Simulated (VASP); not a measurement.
# ScSb2N3: single point with PBE

The system is ScSb2N3.

```
Sc Sb N
1.0
     2.78744    1.60933    3.87783
    -2.78744    1.60933    3.87783
     0.00000   -3.21866    3.87783
Sc Sb N
1 2 3
Direct
  0.00000 0.00000 0.00000
  0.62928 0.62928 0.62928
  0.37072 0.37072 0.37072
  0.00000 0.00000 0.50000
  0.50000 0.00000 0.00000
  0.00000 0.50000 0.00000
```

The cell was built from a structure type or drawn by symmetry, and may not be a known phase.

```
Program                : VASP 6.6.1
Task                   : single point
Functional             : PBE
Potentials or basis    : VASP PAW PBE potentials, release 64 (Sc_sv, Sb, N)
Cutoff                 : 520 eV
k mesh                 : 6 × 6 × 6
Occupations            : gaussian, width 0.1 eV
Spin                   : no spin polarisation
Dipole correction      : no
Further INCAR settings : ALGO = Normal; EDIFF = 1e-06; NBANDS = 27
```

```
Pressure               : -15.8 GPa
Largest force          : 0.991 eV/Å
Band gap on the k mesh : zero (bands 18 and 19 overlap by 1.04 eV)
```

Forces in eV/Å, atoms in the order of the input:
```
Sc   0.000  0.000  0.000
Sb   0.000  0.000  0.991
Sb   0.000  0.000 -0.991
N    0.000  0.000  0.000
N    0.000  0.000  0.000
N    0.000  0.000  0.000
```

Stress tensor (GPa, compression positive):
```
 -8.48   0.00   0.00
  0.00  -8.48   0.00
  0.00   0.00 -30.56
```

Levels at points of the mesh, in eV from the Fermi level:
| k point | band 14 | band 15 | band 16 | band 17 | band 18 | band 19 | band 20 | band 21 | band 22 | band 23 |
| --- | --- | --- | --- | --- | --- | --- | --- | --- | --- | --- |
| (0.00, 0.00, 0.00) | -2.37 | -2.37 | -1.93 | -1.93 | -1.85 | 0.30 | 0.59 | 0.59 | 2.58 | 2.85 |
| (0.50, 0.00, 0.00) | -2.37 | -1.88 | -1.17 | -0.76 | -0.65 | 0.43 | 0.61 | 0.94 | 1.50 | 2.13 |
| (0.50, 0.50, 0.00) | -1.49 | -1.42 | -1.31 | -1.25 | -0.01 | 0.48 | 0.54 | 0.93 | 1.19 | 1.24 |
| (0.50, 0.50, 0.50) | -2.47 | -1.10 | -0.69 | 0.40 | 0.59 | 0.59 | 0.98 | 0.98 | 1.25 | 1.25 |

Run time: 49 s on 1 thread of Intel(R) Xeon(R) 6975P-C (Granite Rapids), with other jobs on the host, peak memory 0.29 GiB.

Caveat: the cell stands under tension; spin-orbit coupling is left out, which moves the levels of the heavy elements.
